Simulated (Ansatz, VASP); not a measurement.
# TiB2 in VASP and in Ansatz

```
Ti B
1.0
     2.98826    0.00000    0.00000
    -1.49413    2.58791    0.00000
     0.00000    0.00000    3.18477
Ti B
1 2
Direct
  0.00000 0.00000 0.00000
  0.33333 0.66667 0.50000
  0.66667 0.33333 0.50000
```

Change from the starting cell: volume scaled by 0.96, crystal datasets.

Alike in both runs: task electric field gradients; functional PBEsol; k mesh 15 × 15 × 13; occupations fermi-dirac, width 0.08 eV; no spin polarisation.

|  | VASP | Ansatz |
| --- | --- | --- |
| version | VASP 6.6.1 | Ansatz 0.2.0 |
| potentials or method | VASP PAW PBE potentials, release 64 (Ti_sv, B), cutoff 520 eV | all-electron PAW with datasets made for the crystal, scalar-relativistic |

```csv
,VASP,Ansatz,Ansatz less VASP
pressure (GPa),6.2,5.8,-0.41
"traceless stress, the component that is largest in VASP (GPa)",-3.65,-3.51,+0.132
size of Vzz on the site where it differs most (V/Å²),19.1,22.2,+3.01
```

VASP's potentials were made for PBE, not for PBEsol. Ansatz ran all-electron here, and VASP with PAW potentials.
